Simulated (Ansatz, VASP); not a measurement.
## TiSbOs4 in VASP and in Ansatz

```xyz
6
Lattice="0.0000 3.6923 3.6923 3.6923 0.0000 3.6923 3.6923 3.6923 0.0000" Properties=species:S:1:pos:R:3 pbc="T T T"
Ti    0.0000    0.0000    0.0000
Sb    1.8461    1.8461    1.8461
Os    4.6175    2.7671    2.7671
Os    4.6175    4.6175    4.6175
Os    2.7671    4.6175    2.7671
Os    2.7671    2.7671    4.6175
```

Alike in both runs: task relaxation of cell and atoms; functional PBE; k mesh 10 × 10 × 10; occupations gaussian, width 0.1 eV; no spin polarisation.

```csv
,VASP,Ansatz
version,VASP 6.6.1,Ansatz 0.2.0
potentials or method,"VASP PAW PBE potentials, release 64 (Ti_sv, Sb, Os), cutoff 600 eV","scalar-relativistic, plane waves, PAW"
valence electrons in the cell,49,91
```

|  | VASP | Ansatz | Ansatz less VASP |
| --- | --- | --- | --- |
| gap on the k mesh at the Fermi level, each at its own relaxed structure (eV) | none | none | - |
| relaxed volume (Å³/atom) | 16.79 | 16.78 | -0.005 |
| relaxed length of the cell vector where the two differ most in proportion (Å) | 5.223 | 5.222 | -0.0006 |

A gap of «none» marks a metal or a gap that the smearing closes. VASP's potentials hold 49 valence electrons a cell and Ansatz's 91, so a difference there can come from the potentials and not from the codes.

Spin-orbit coupling is off throughout.
